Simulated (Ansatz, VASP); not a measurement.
## Be2CdS2: VASP beside Ansatz

```
CELL_PARAMETERS angstrom
2.98799 -1.72501 0.00038
2.98799 1.72501 0.00038
-1.32287 0.00000 10.26672
ATOMIC_POSITIONS crystal
Be 0.18382 0.18382 0.57739
Be 0.81618 0.81618 0.42261
Cd 0.50000 0.50000 0.00000
S 0.13623 0.13623 0.36287
S 0.86377 0.86377 0.63713
```

Change from the starting cell: species swapped into the Li2CuO2 type (C2/m, No. 12).

Alike in both runs: functional PBE; k mesh 12 × 12 × 4; occupations gaussian, width 0.1 eV; no spin polarisation.

Ansatz relaxed the structure, and its values are those at the end. VASP's run is a single point on that final structure, the one shown.

```csv
,VASP,Ansatz
version,VASP 6.6.1,Ansatz 0.2.0
potentials or method,"VASP PAW PBE potentials, release 64 (Be, Cd, S), cutoff 520 eV","scalar-relativistic, plane waves, PAW"
valence electrons in the cell,28,36
```

```csv
,VASP,Ansatz,Ansatz less VASP
gap on the k mesh at the Fermi level (eV),none,none,-
pressure (GPa),0.0,0.0,0.00
rms of the force components (eV/Å),0.009,0.001,-0.0080
```

A gap of «none» marks a metal or a gap that the smearing closes. VASP's potentials hold 28 valence electrons a cell and Ansatz's 36, so a difference there can come from the potentials and not from the codes.
